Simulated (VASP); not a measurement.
Write the native input for VASP 6.6.1 that does the following.

```yaml
Task: single point
Functional: PBE
Potentials_or_basis: VASP PAW PBE potentials, release 64 (Ni)
Cutoff: 520 eV
k_mesh: 6 × 6 × 4
Occupations: gaussian, width 0.1 eV
Spin: collinear spin, ferromagnetic start
Starting_moments: "[0.77, 0.77, 0.77, 0.77] μB"
Dipole_correction: no
Further_INCAR_settings: ALGO = Normal; EDIFF = 1e-07; NBANDS = 32
```

The structure of Ni lies in POSCAR:

```
Ni
1.0
    1.7428518974     -4.0810169443      0.0000000000
    1.7428518974      4.0810169443      0.0000000000
    0.0000000000      0.0000000000      3.3656844112
Ni
4
Direct
    0.1418718477      0.8581281523     -0.0003575224
    0.6418718477      0.3581281523      0.5003575224
    0.8581281523      0.1418718477      1.0003575224
    0.3581281523      0.6418718477      0.4996424776
```

These files were run (other wordings do the same):

INCAR

```
SYSTEM = Ni
PREC     = Accurate       ! precision mode
ENCUT    = 520            ! plane-wave cutoff, eV
EDIFF    = 1E-7           ! SCF threshold, eV
ISMEAR   = 0              ! smearing method
SIGMA    = 0.1            ! smearing width, eV
LREAL    = .False.        ! projectors in reciprocal space
LASPH    = .True.         ! aspherical terms in the spheres
NELM     = 150            ! most SCF steps
ALGO     = Normal         ! electronic algorithm
ISIF     = 2              ! what is computed and relaxed
LWAVE    = .False.        ! write WAVECAR
LCHARG   = .False.        ! write CHGCAR
ISPIN    = 2              ! spin polarisation
MAGMOM   = 0.77 0.77 0.77 0.77 ! initial moments
LORBIT   = 11             ! projections on sites
LMAXMIX  = 4              ! l up to which the mixer works
GGA      = PE             ! functional
NBANDS   = 32             ! bands
```

KPOINTS

```
Automatic mesh
0
Gamma
  6 6 4
  0 0 0
```

Potentials or basis: VASP PAW PBE potentials, release 64 (Ni).

The run is started by

```sh
$ cat potpaw_PBE.64/Ni/POTCAR > POTCAR
$ mpirun -np 1 vasp_std > vasp.out
```

It gave:

The pressure is 0.0 GPa, the largest force is 0.016 eV/Å and the net moment is 2.76 μB per cell. The site moments are Ni +0.70 μB. The valence electrons inside the program's atomic spheres are Ni 9.28.

Caveat: the k points lie up to 0.47 Å⁻¹ apart.

Run time: 3.3 min on 1 thread of Intel Xeon 8259CL (shared host), peak memory 0.26 GiB.
